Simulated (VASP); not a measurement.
# Al2O3 (R-3c) in VASP: notebook

Runs on Al2O3. Level: PBE. Tasks: single point.

All numbers are computed with VASP 6.6.1; they aren't measurements. Logs are shortened: lines on timing, memory, paths and dates and some standing lists are left out, and cuts for length are marked.

**1. The cell of the first run**

It takes space group R-3c (No. 167, trigonal). Conventional cell: a = 4.525 Å, b = 4.525 Å, c = 14.817 Å, α = 90.00°, β = 90.00°, γ = 120.00°. Within 2.4 Å of Al (site symmetry 3) lie 6 O at 1.79 to 2.14 Å. Within 2.4 Å of O (site symmetry 2) lie 4 Al at 1.79 to 2.14 Å and 2 O at 2.40 Å.

**2. Single point, PBE**

Input file INCAR:

```
PREC = Accurate
ENCUT = 520
EDIFF = 1E-6
ISMEAR = 0
SIGMA = 0.05
LREAL = False
LASPH = True
NELM = 60
ALGO = Normal
ISIF = 2
LWAVE = False
LCHARG = True
GGA = PE
LELF = True
LVHAR = True
NBANDS = 35
```

Input file KPOINTS:

```
regular mesh
0
Gamma
  6 6 6
```

Input file POSCAR:

```
Al2O3
1.0
    2.2623442438      1.3061650581      4.9389991301
   -2.2623442438      1.3061650581      4.9389991301
    0.0000000000     -2.6123301163      4.9389991301
Al O
4 6
Direct
    0.8597505612      0.8597505612      0.8597505612
    0.6402494388      0.6402494388      0.6402494388
    0.1402494388      0.1402494388      0.1402494388
    0.3597505612      0.3597505612      0.3597505612
    0.0561574040      0.4438425960      0.7500000000
    0.7500000000      0.0561574040      0.4438425960
    0.4438425960      0.7500000000      0.0561574040
    0.9438425960      0.5561574040      0.2500000000
    0.2500000000      0.9438425960      0.5561574040
    0.5561574040      0.2500000000      0.9438425960
```

Potentials or basis: VASP PAW PBE potentials, release 64 (Al, O).

Started as:

```sh
$ cat potpaw_PBE.64/Al/POTCAR potpaw_PBE.64/O/POTCAR > POTCAR
$ mpirun -np 1 vasp_std > vasp.out
```

OUTCAR:

```text
PREC = Accurate
   ENCUT = 520
   EDIFF = 1E-6
   ISMEAR = 0
   LREAL = False
   LASPH = True
   NELM = 60
   ISIF = 2
   GGA = PE

 ion  position               nearest neighbor table
   1  0.860  0.860  0.860-   9 1.79   8 1.79  10 1.79   7 2.14   6 2.14   5 2.14   3 2.73   3 2.73
                             3 2.73   2 3.11   2 3.11   2 3.11   2 3.25
   2  0.640  0.640  0.640-  10 1.79   8 1.79   9 1.79   6 2.14   7 2.14   5 2.14   4 2.73   4 2.73
                             4 2.73   1 3.11   1 3.11   1 3.11   1 3.25
   3  0.140  0.140  0.140-   6 1.79   5 1.79   7 1.79  10 2.14   9 2.14   8 2.14   1 2.73   1 2.73
                             1 2.73   4 3.11   4 3.11   4 3.11   4 3.25
   4  0.360  0.360  0.360-   7 1.79   5 1.79   6 1.79   9 2.14  10 2.14   8 2.14   2 2.73   2 2.73
                             2 2.73   3 3.11   3 3.11   3 3.11   3 3.25
   5  0.056  0.444  0.750-   3 1.79   4 1.79   1 2.14   2 2.14
   6  0.750  0.056  0.444-   3 1.79   4 1.79   2 2.14   1 2.14
   7  0.444  0.750  0.056-   4 1.79   3 1.79   1 2.14   2 2.14
   8  0.944  0.556  0.250-   1 1.79   2 1.79   3 2.14   4 2.14
   9  0.250  0.944  0.556-   1 1.79   2 1.79   4 2.14   3 2.14
  10  0.556  0.250  0.944-   2 1.79   1 1.79   3 2.14   4 2.14

  LATTYP: Found a trigonal (rhomboedric) cell.
 ALAT       =     5.5873053473
 COS(alpha) =     0.6720991361

  Lattice vectors:

 A1 = (   2.2623442438,   1.3061650581,   4.9389991301)
 A2 = (  -2.2623442438,   1.3061650581,   4.9389991301)
 A3 = (   0.0000000000,  -2.6123301163,   4.9389991301)

Analysis of symmetry for initial positions (statically):
=====================================================================
 Subroutine PRICEL returns:
 Original cell was already a primitive cell.

 Routine SETGRP: Setting up the symmetry group for a
 trigonal (rhombohedral) supercell.

 Subroutine GETGRP returns: Found 12 space group operations
 (whereof  6 operations were pure point group operations)
 out of a pool of 12 trial point group operations.

The static configuration has the point symmetry S_6 .
 The point group associated with its full space group is D_3d.

Analysis of symmetry for dynamics (positions and initial velocities):
=====================================================================
 Subroutine PRICEL returns:
 Original cell was already a primitive cell.

 Routine SETGRP: Setting up the symmetry group for a
 trigonal (rhombohedral) supercell.

 Subroutine GETGRP returns: Found 12 space group operations
 (whereof  6 operations were pure point group operations)
 out of a pool of 12 trial point group operations.

The dynamic configuration has the point symmetry S_6 .
 The point group associated with its full space group is D_3d.

 Subroutine INISYM returns: Found 12 space group operations
 (whereof  6 operations are pure point group operations),
 and found     1 'primitive' translations

----------------------------------------------------------------------------------------

                                     Primitive cell

  volume of cell :      87.5683

  direct lattice vectors                    reciprocal lattice vectors
     2.262344244  1.306165058  4.938999130     0.221009690  0.127600004  0.067490057
    -2.262344244  1.306165058  4.938999130    -0.221009690  0.127600004  0.067490057
     0.000000000 -2.612330116  4.938999130     0.000000000 -0.255200008  0.067490057

  length of vectors
     5.587305347  5.587305347  5.587305347     0.263973392  0.263973392  0.263973392

  position of ions in fractional coordinates (direct lattice)
     0.859750561  0.859750561  0.859750561
     0.640249439  0.640249439  0.640249439
     0.140249439  0.140249439  0.140249439
     0.359750561  0.359750561  0.359750561
     0.056157404  0.443842596  0.750000000
     0.750000000  0.056157404  0.443842596
     0.443842596  0.750000000  0.056157404
     0.943842596  0.556157404  0.250000000
     0.250000000  0.943842596  0.556157404
     0.556157404  0.250000000  0.943842596

  ion indices of the primitive-cell ions
   primitive index   ion index
                 1           1
                 2           2
                 3           3
                 4           4
                 5           5
                 6           6
                 7           7
                 8           8
                 9           9
                10          10

----------------------------------------------------------------------------------------

 KPOINTS: regular mesh

Automatic generation of k-mesh.
 Grid dimensions read from file:
 generate k-points for:    6    6    6

 Generating k-lattice:

  Cartesian coordinates                     Fractional coordinates (reciprocal lattice)
     0.036834948  0.021266667  0.011248343     0.166666667 -0.000000000  0.000000000
    -0.036834948  0.021266667  0.011248343    -0.000000000  0.166666667  0.000000000
     0.000000000 -0.042533335  0.011248343     0.000000000  0.000000000  0.166666667

  Length of vectors
     0.043995565  0.043995565  0.043995565

  Shift w.r.t. Gamma in fractional coordinates (k-lattice)
     0.000000000  0.000000000  0.000000000

 Subroutine IBZKPT returns following result:
 ===========================================

 Found     32 irreducible k-points:

 Following reciprocal coordinates:
            Coordinates               Weight
  0.000000  0.000000  0.000000      1.000000
  0.166667  0.000000 -0.000000      6.000000
  0.333333  0.000000 -0.000000      6.000000
  0.500000  0.000000 -0.000000      3.000000
  0.166667  0.166667 -0.000000      6.000000
  0.333333  0.166667 -0.000000     12.000000
[... 16 lines left out ...]
  0.500000  0.500000  0.166667      6.000000
 -0.333333  0.500000  0.166667     12.000000
 [... further k-points ...]
   k-points           NKPTS =     32   k-points in BZ     NKDIM =     32   number of bands    NBANDS=     35
   number of dos      NEDOS =    301   number of ions     NIONS =     10
   total plane-waves  NPLWV =  74088
   dimension x,y,z NGX =    42 NGY =   42 NGZ =   42
   dimension x,y,z NGXF=    84 NGYF=   84 NGZF=   84
   ions per type =               4   6
   NGX,Y,Z   is equivalent  to a cutoff of  12.50, 12.50, 12.50 a.u.
   NGXF,Y,Z  is equivalent  to a cutoff of  24.99, 24.99, 24.99 a.u.
 SYSTEM =  unknown system
   PREC   = accura    normal or accurate (medium, high low for compatibility)
   ISTART =      0    job   : 0-new  1-cont  2-samecut
   ICHARG =      2    charge: 1-file 2-atom 10-const
   ISPIN  =      1    spin polarized calculation?
   LNONCOLLINEAR =      F non collinear calculations
   LSORBIT =      F    spin-orbit coupling
   LASPH  =      T    aspherical Exc in radial PAW
   ENCUT  =  520.0 eV  38.22 Ry    6.18 a.u.  10.39 10.39 10.39*2*pi/ulx,y,z
   NELM   =     60;   NELMIN=  2; NELMDL= -5     # of ELM steps
   EDIFF  = 0.1E-05   stopping-criterion for ELM
   LREAL  =      F    real-space projection
[... 7 lines left out ...]
   TEBEG  =    0.0;   TEEND  =   0.0 temperature during run
   PSTRESS=    0.0 pullay stress
   NELECT =      48.0000    total number of electrons
   NUPDOWN=      -1.0000    fix difference up-down
   EMIN   =  10.00;   EMAX   =-10.00  energy-range for DOS
   EFERMI =   0.00;   METHOD = LEGACY
   ISMEAR =     0;   SIGMA  =   0.05  broadening in eV -4-tet -1-fermi 0-gaus
   EFERMI_NEDOS =   21; number of points for ismear=-14 and -15
   IALGO  =     38    algorithm
   IMIX   =      4    mixing-type and parameters
     AMIX     =   0.40;   BMIX     =  1.00
     AMIX_MAG =   1.60;   BMIX_MAG =  1.00
  volume/ion in A,a.u.               =       8.76        59.09
  Fermi-wavevector in a.u.,A,eV,Ry     =   1.339799  2.531853 24.423286  1.795061
  Thomas-Fermi vector in A             =   2.468162
   LORBIT       =      0    0 simple, 1 ext, 2 COOP (PROOUT), +10 PAW based schemes
   GGA     = PE    functional components
   LHFCALC =     F    Hartree Fock is set to
   AEXX    =    0.0000 exact exchange contribution
   IVDW    =     0    specifies the selected vdW correction
   LEPSILON=     F    determine dielectric tensor
   LRPA    =     F    only Hartree local field effects (RPA)
 non-spin polarized calculation
 Gauss-broadening in eV      SIGMA  =   0.05
  energy-cutoff  :      520.00
  volume of cell :       87.57
 maximum number of plane-waves:      2383
 NGX is ok and might be reduce to    42

 number of electron      48.0000010 magnetization

 Free energy of the ion-electron system (eV)
  ---------------------------------------------------
  ext. energy  EPLUGINS =         0.00000000
  ---------------------------------------------------
  free energy    TOTEN  =       -71.84291139 eV

  energy without entropy =      -71.84291139  energy(sigma->0) =      -71.84291139

 E-fermi :   6.7909     XC(G=0): -11.5358

 val. band max:        6.4851490134   @ k =   0.0000   0.0000   0.0000
 cond. band min:      10.8382576879   @ k =   0.0000   0.0000   0.0000
 fundamental gap:      4.3531086745
 Fermi energy:         6.7908941188

 k-point     1 :       0.0000    0.0000    0.0000
  band No.  band energies     occupation
      1     -13.1546      2.00000
      2     -11.6302      2.00000
      3     -10.4276      2.00000
      4     -10.4276      2.00000
      5     -10.2600      2.00000
      6     -10.2600      2.00000
[... 27 lines left out ...]
     34      18.6828      0.00000
     35      18.8872      0.00000

 k-point     2 :       0.1667    0.0000   -0.0000
  band No.  band energies     occupation
      1     -12.9991      2.00000
      2     -11.5483      2.00000
      3     -10.6131      2.00000
      4     -10.4871      2.00000
      5     -10.3375      2.00000
      6     -10.3202      2.00000
[... 27 lines left out ...]
     34      18.7057      0.00000
     35      18.9992      0.00000

 k-point     3 :       0.3333    0.0000   -0.0000
  band No.  band energies     occupation
      1     -12.5586      2.00000
      2     -11.4101      2.00000
      3     -11.0353      2.00000
      4     -10.5784      2.00000
      5     -10.5329      2.00000
      6     -10.4847      2.00000
[... 27 lines left out ...]
     34      18.7499      0.00000
     35      19.0469      0.00000

 k-point     4 :       0.5000    0.0000   -0.0000
  band No.  band energies     occupation
      1     -11.9239      2.00000
      2     -11.9239      2.00000
      3     -10.8703      2.00000
      4     -10.8703      2.00000
      5     -10.5802      2.00000
      6     -10.5802      2.00000
[... 27 lines left out ...]
     34      18.7575      0.00000
     35      19.3829      0.00000

 k-point     5 :       0.1667    0.1667   -0.0000
  band No.  band energies     occupation
      1     -12.9721      2.00000
      2     -11.5886      2.00000
      3     -10.5405      2.00000
      4     -10.5376      2.00000
      5     -10.3994      2.00000
      6     -10.2856      2.00000
[... 638 lines left out ...]
 k-point    22 :      -0.1667    0.3333    0.1667
  band No.  band energies     occupation
      1     -12.1949      2.00000
      2     -11.3446      2.00000
      3     -10.9627      2.00000
      4     -10.9448      2.00000
      5     -10.8658      2.00000
      6     -10.4769      2.00000
[... 27 lines left out ...]
     34      18.8148      0.00000
     35      19.1512      0.00000

 k-point    23 :       0.5000    0.5000    0.1667
  band No.  band energies     occupation
      1     -12.2261      2.00000
      2     -11.7606      2.00000
      3     -11.0534      2.00000
      4     -10.7140      2.00000
      5     -10.6298      2.00000
      6     -10.3335      2.00000
[... 27 lines left out ...]
     34      18.7361      0.00000
     35      19.4069      0.00000

 k-point    24 :      -0.3333    0.5000    0.1667
  band No.  band energies     occupation
      1     -11.8584      2.00000
      2     -11.6013      2.00000
      3     -11.2854      2.00000
      4     -10.9887      2.00000
      5     -10.6861      2.00000
      6     -10.4267      2.00000
[... 27 lines left out ...]
     34      18.9007      0.00000
     35      19.2367      0.00000

 [... further k-points ...]

------------------------ aborting loop because EDIFF is reached ----------------------------------------

  FORCE on cell =-STRESS in cart. coord.  units (eV):
  Direction    XX          YY          ZZ          XY          YZ          ZX
  --------------------------------------------------------------------------------------
  -------------------------------------------------------------------------------------
  Total       19.4923652     19.4923652    -21.8761475      0.0000000      0.0000000      0.0000000
  in kB      356.6384564    356.6384564   -400.2528886      0.0000000      0.0000000      0.0000000
  external PRESSURE =     104.3413414 kB  Pullay stress =       0.0000000 kB

 VOLUME and BASIS-vectors are now :
 -----------------------------------------------------------------------------
  energy-cutoff  :      520.00
  volume of cell :       87.57
      direct lattice vectors                 reciprocal lattice vectors
     2.262344244  1.306165058  4.938999130     0.221009690  0.127600004  0.067490057
    -2.262344244  1.306165058  4.938999130    -0.221009690  0.127600004  0.067490057
     0.000000000 -2.612330116  4.938999130     0.000000000 -0.255200008  0.067490057

 POSITION                                       TOTAL-FORCE (eV/Angst)
 -----------------------------------------------------------------------------------
      0.00000     -0.00000     12.73892         0.000000      0.000000     -1.558837
      0.00000     -0.00000      9.48657         0.000000     -0.000000      1.558837
      0.00000     -0.00000      2.07808         0.000000     -0.000000      1.558837
      0.00000     -0.00000      5.33042         0.000000      0.000000     -1.558837
     -0.87708     -1.30617      6.17375         0.162528      0.000000     -0.000000
      1.56971     -0.10649      6.17375        -0.081264      0.140754      0.000000
     -0.69263      1.41265      6.17375        -0.081264     -0.140754      0.000000
      0.87708      1.30617      8.64325        -0.162528      0.000000     -0.000000
     -1.56971      0.10649      8.64325         0.081264     -0.140754      0.000000
      0.69263     -1.41265      8.64325         0.081264      0.140754      0.000000
 -----------------------------------------------------------------------------------
    total drift:                                0.000000      0.000000     -0.000000

  FREE ENERGIE OF THE ION-ELECTRON SYSTEM (eV)
  ---------------------------------------------------
  free  energy   TOTEN  =       -71.8429113926 eV

  energy  without entropy=      -71.8429113926  energy(sigma->0) =      -71.84291139
```

Run time: 3.3 min. Hardware: 1 thread of Intel Xeon 8259CL, shared host; peak memory 0.28 GiB.

What came out:

```yaml
Free_energy: -71.8429 eV
Pressure: 10.4 GPa
Largest_force: 1.559 eV/Å
Band_gap_on_the_k_mesh: 4.35 eV
```

Forces on the atoms (eV/Å):
```
Al   0.000  0.000 -1.559
Al   0.000  0.000  1.559
Al   0.000  0.000  1.559
Al   0.000  0.000 -1.559
O    0.163  0.000  0.000
O   -0.081  0.141  0.000
O   -0.081 -0.141  0.000
O   -0.163  0.000  0.000
O    0.081 -0.141  0.000
O    0.081  0.141  0.000
```

Stress tensor (GPa, compression positive):
```
 35.66   0.00   0.00
  0.00  35.66   0.00
  0.00   0.00 -40.03
```

Caveat: the cell stands under pressure; forces of over 1 eV/Å act on the atoms, so gaps and moduli don't describe the material at rest.

**3. Single point, PBE**

This run uses another cell than the first one, of the same volume but with other edges.

Input file INCAR:

```
SYSTEM = Al2O3
PREC = Accurate ; ENCUT = 520
EDIFF = 1E-7 ; ISMEAR = 0
SIGMA = 0.05 ; LREAL = .False.
LASPH = .True. ; NELM = 100
ALGO = Normal ; ISIF = 2
LWAVE = .False. ; LCHARG = .False.
GGA = PE ; NBANDS = 35
```

Input file KPOINTS:

```
Automatic mesh
0
Gamma
  6 6 6
  0 0 0
```

Input file POSCAR:

```
Al2O3
1.0
    2.5215409537      1.4558123484      3.9757976730
   -2.5215409537      1.4558123484      3.9757976730
    0.0000000000     -2.9116246967      3.9757976730
Al O
4 6
Direct
    0.8635611633      0.8635611633      0.8635611633
    0.6364388367      0.6364388367      0.6364388367
    0.1364388367      0.1364388367      0.1364388367
    0.3635611633      0.3635611633      0.3635611633
    0.0561574040      0.4438425960      0.7500000000
    0.7500000000      0.0561574040      0.4438425960
    0.4438425960      0.7500000000      0.0561574040
    0.9438425960      0.5561574040      0.2500000000
    0.2500000000      0.9438425960      0.5561574040
    0.5561574040      0.2500000000      0.9438425960
```

Potentials or basis: VASP PAW PBE potentials, release 64 (Al, O).

Started as:

```sh
$ cat potpaw_PBE.64/Al/POTCAR potpaw_PBE.64/O/POTCAR > POTCAR
$ mpirun -np 1 vasp_std > vasp.out
```

Run time: 2.7 min. Hardware: 1 thread of Intel Xeon 8259CL, shared host; peak memory 0.26 GiB.

Results (log left out):

```
Free energy            : -73.3733 eV
Pressure               : -1.0 GPa
Largest force          : 1.267 eV/Å
Band gap on the k mesh : 4.06 eV
```

Forces in eV/Å, atoms in the order of the input:
```
Al   0.000  0.000 -1.267
Al   0.000  0.000  1.267
Al   0.000  0.000  1.267
Al   0.000  0.000 -1.267
O   -0.252  0.000  0.000
O    0.126 -0.218  0.000
O    0.126  0.218  0.000
O    0.252  0.000  0.000
O   -0.126  0.218  0.000
O   -0.126 -0.218  0.000
```

Stress tensor (GPa, compression positive):
```
-14.01   0.00   0.00
  0.00 -14.01   0.00
  0.00   0.00  24.89
```

Levels at points of the mesh, in eV from the valence-band top:
| k point | band 20 | band 21 | band 22 | band 23 | band 24 | band 25 | band 26 | band 27 | band 28 | band 29 |
| --- | --- | --- | --- | --- | --- | --- | --- | --- | --- | --- |
| (0.00, 0.00, 0.00) | -1.08 | -1.08 | -1.06 | -1.06 | 0.00 | 4.06 | 7.32 | 8.31 | 9.46 | 9.98 |
| (0.50, 0.00, 0.00) | -2.06 | -1.40 | -1.40 | -0.68 | -0.68 | 6.90 | 6.90 | 8.31 | 8.31 | 9.87 |
| (0.50, 0.50, 0.00) | -1.90 | -1.88 | -1.68 | -0.96 | -0.70 | 6.98 | 7.16 | 8.19 | 8.75 | 9.16 |
| (0.50, 0.50, 0.50) | -2.39 | -1.59 | -1.59 | -1.59 | -1.59 | 6.61 | 6.61 | 8.95 | 8.95 | 10.26 |

Caveat: forces of over 1 eV/Å act on the atoms, so gaps and moduli don't describe the material at rest.

[end of part 1 of 2]
